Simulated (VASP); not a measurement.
Here is a VASP 6.6.1 calculation.

Contents of INCAR:

```
SYSTEM = P
  PREC = Accurate
  ENCUT = 500
  EDIFF = 1E-6
  ISMEAR = 0
  SIGMA = 0.15
  LREAL = .FALSE.
  LASPH = .TRUE.
  NELM = 120
  ALGO = Normal
  ISIF = 2
  LWAVE = .FALSE.
  LCHARG = .FALSE.
  GGA = PS
  NBANDS = 8
  GGA_COMPAT = .FALSE.
```

Contents of KPOINTS:

```
regular mesh
0
G
  12 12 12
  0 0 0
```

Contents of POSCAR:

```
P
1.0
    4.2729048574      0.0000000000      0.0267056554
    0.0000000000      4.2729048574      0.0000000000
    0.0273625000      0.0000000000      4.3780000000
P
1
Direct
    0.0000000000      0.0000000000      0.0000000000
```

Potentials or basis: VASP PAW PBE potentials, release 64 (P).

Command:

```bash
$ cat potpaw_PBE.64/P/POTCAR > POTCAR
$ mpirun -np 1 vasp_std > vasp.out
```

(1) Predict the band gap on the k mesh.

(2) Estimate the pressure.

Answers

(1) zero (an odd number of electrons rules out a gap without spin polarisation).

(2) -3.9 GPa.

Caveat: the cell differs from its parent crystal (strain +0.0125 x Voigt [0, 0, 0, 0, 1, 0]); the cell stands under tension; the PAW data sets were made with another functional, which shifts forces and pressure a little.
